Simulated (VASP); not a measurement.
Input of a VASP 6.6.1 run:

Contents of INCAR:

```
PREC = Accurate
ENCUT = 520
EDIFF = 1E-6
ISMEAR = 0
SIGMA = 0.01
LREAL = Auto
LASPH = True
NELM = 60
ALGO = Normal
ISIF = 2
LWAVE = False
LCHARG = False
GGA = PE
NBANDS = 46
```

The input KPOINTS:

```
regular mesh
0
Gamma
  4 4 4
```

File POSCAR:

```
BP
1.0
    0.0000000000      4.5481928018     -4.5481928018
    4.5481928018      4.5481928018      0.0000000000
    4.5481928018      0.0000000000     -4.5481928018
B P
8 8
Direct
    0.5000000000      0.5000000000      0.0000000000
    0.5000000000      0.0000000000      0.0000000000
    1.0000000000      0.5000000000      0.0000000000
    1.0000000000      0.0000000000      0.0000000000
    0.5000000000      0.5000000000      0.5000000000
    0.5000000000      0.0000000000      0.5000000000
    1.0000000000      0.5000000000      0.5000000000
    1.0000000000      0.0000000000      0.5000000000
    0.3750000000      0.3750000000      0.3750000000
    0.3750000000      0.8750000000      0.3750000000
    0.8750000000      0.3750000000      0.3750000000
    0.8750000000      0.8750000000      0.3750000000
    0.3750000000      0.3750000000      0.8750000000
    0.3750000000      0.8750000000      0.8750000000
    0.8750000000      0.3750000000      0.8750000000
    0.8750000000      0.8750000000      0.8750000000
```

Potentials or basis: VASP PAW PBE potentials, release 64 (B, P).

Launch:

```bash
$ cat potpaw_PBE.64/B/POTCAR potpaw_PBE.64/P/POTCAR > POTCAR
$ mpirun -np 1 vasp_std > vasp.out
```

(1) What does it give for the pressure?

(2) Predict the band gap on the k mesh.

## Answers

(1) -0.2 GPa.

(2) 1.28 eV.
